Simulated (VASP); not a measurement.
Write the native input for VASP 6.6.1 that does the following.

```yaml
Task: single point
Functional: PBE
Potentials_or_basis: VASP PAW PBE potentials, release 64 (Zn, Bi_d)
Cutoff: 520 eV
k_mesh: 10 × 10 × 6
Occupations: gaussian, width 0.1 eV
Spin: no spin polarisation
Dipole_correction: no
Further_INCAR_settings: ALGO = Fast; EDIFF = 1e-06; NBANDS = 41
```

The structure of Zn3Bi2 lies in POSCAR:

```
Zn3Bi2
1.0
    4.2831713693      0.0000000000      0.0000000000
    0.0000000000      4.2831713693      0.0000000000
    0.0000000000      0.0000000000      6.6271728903
Zn Bi
3 2
Direct
    0.5000000000      0.0000000000      0.9926717839
    0.0000000000      0.5000000000      0.9926717839
    0.0000000000      0.0000000000      0.2488037182
    0.0000000000      0.0000000000      0.7079675698
    0.5000000000      0.5000000000      0.3278850643
```

The cell was generated, and may not be a known phase.

The input as run:

INCAR

```
SYSTEM = Zn3Bi2
ALGO = Fast
EDIFF = 1E-6
ENCUT = 520
GGA = PE
ISIF = 2
ISMEAR = 0
LASPH = .TRUE.
LCHARG = .TRUE.
LELF = .TRUE.
LREAL = .FALSE.
LVHAR = .TRUE.
LWAVE = .FALSE.
NBANDS = 41
NELM = 60
PREC = Accurate
SIGMA = 0.1
```

KPOINTS

```
k-points
0
G
  10 10 6
  0 0 0
```

Potentials or basis: VASP PAW PBE potentials, release 64 (Zn, Bi_d).

Run with:

```console
$ cat potpaw_PBE.64/Zn/POTCAR potpaw_PBE.64/Bi_d/POTCAR > POTCAR
$ mpirun -np 1 vasp_std > vasp.out
```

Results of the run:

| Quantity | Value |
| --- | --- |
| Pressure | 0.0 GPa |
| Largest force | 0.012 eV/Å |
| Band gap on the k mesh | zero (bands 33 and 34 overlap by 2.79 eV) |

Caveat: spin-orbit coupling is left out, which moves the levels of the heavy elements.

It took 8.5 min on 1 thread of Oxide Virtual Turin-like Processor (shared host), peak memory 0.42 GiB.
